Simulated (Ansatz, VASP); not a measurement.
## FePt3: VASP beside Ansatz

```
Fe Pt
1.0
     2.22375   -4.03987    0.00000
     2.22375    4.03987    0.00000
     0.00000    0.00000    4.40874
Fe Pt
1 3
Direct
  0.50000 0.50000 0.00000
  0.16913 0.83087 0.00000
  0.83087 0.16913 0.00000
  0.00000 0.00000 0.50000
```

Alike in both runs: functional PBE; k mesh 6 × 6 × 4; occupations gaussian, width 0.1 eV; collinear spin.

Ansatz relaxed the structure, and its values are those at the end. VASP's run is a single point on that final structure, the one shown.

|  | VASP | Ansatz |
| --- | --- | --- |
| version | VASP 6.6.1 | Ansatz 0.2.0 |
| potentials or method | VASP PAW PBE potentials, release 64 (Fe, Pt), cutoff 520 eV | scalar-relativistic, plane waves, PAW |
| valence electrons in the cell | 38 | 70 |

|  | VASP | Ansatz | Ansatz less VASP |
| --- | --- | --- | --- |
| gap on the k mesh at the Fermi level (eV) | none | none | - |
| pressure (GPa) | -0.7 | -0.3 | +0.35 |
| rms of the force components (eV/Å) | 0.011 | 0.012 | +0.0007 |
| net moment per atom (μB) | 0.91 | 0.92 | +0.001 |
| size of the moment on the site where the two differ most (μB) | 3.14 | 3.16 | +0.015 |

Site moments also hang on the region over which each program counts them. A gap of «none» marks a metal or a gap that the smearing closes. VASP's potentials hold 38 valence electrons a cell and Ansatz's 70, so a difference there can come from the potentials and not from the codes.

Spin-orbit coupling is off throughout.
